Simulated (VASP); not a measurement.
LiLaTe3, 5 atoms in the cell. The structure is cubic, space group Pm-3m (No. 221). Conventional cell: a = 5.091 Å, b = 5.091 Å, c = 5.091 Å, α = 90.00°, β = 90.00°, γ = 90.00°. La (site symmetry m-3m) has 12 Te at 3.60 Å and 8 Li at 4.41 Å within 4.7 Å. Li (site symmetry m-3m) has 6 Te at 2.55 Å within 3.4 Å. Within 3.4 Å of Te (site symmetry 4/mmm) lie 2 Li at 2.55 Å. 

```yaml
Program: VASP 6.6.1
Task: single point
Functional: LDA
Potentials_or_basis: VASP PAW LDA potentials, release 64 (La, Li_sv, Te)
Cutoff: 520 eV
k_mesh: 8 × 8 × 8
Occupations: methfessel-paxton, width 0.02 eV
Spin: no spin polarisation
Dipole_correction: no
Further_INCAR_settings: ALGO = Normal; EDIFF = 1e-06; NBANDS = 24
```

Potentials or basis: VASP PAW LDA potentials, release 64 (La, Li_sv, Te).

Launch:

```console
$ cat potpaw_LDA.64/La/POTCAR potpaw_LDA.64/Li_sv/POTCAR potpaw_LDA.64/Te/POTCAR > POTCAR
$ mpirun -np 1 vasp_std > vasp.out
```

Hardware: 1 thread of Intel(R) Xeon(R) 6975P-C (Granite Rapids) (shared host).

Problem. How long does it take, and how much memory?

Solution. It took 57 s on 1 thread of Intel(R) Xeon(R) 6975P-C (Granite Rapids) (shared host), peak memory 0.28 GiB. Counts: scf iterations 13, k points 35.
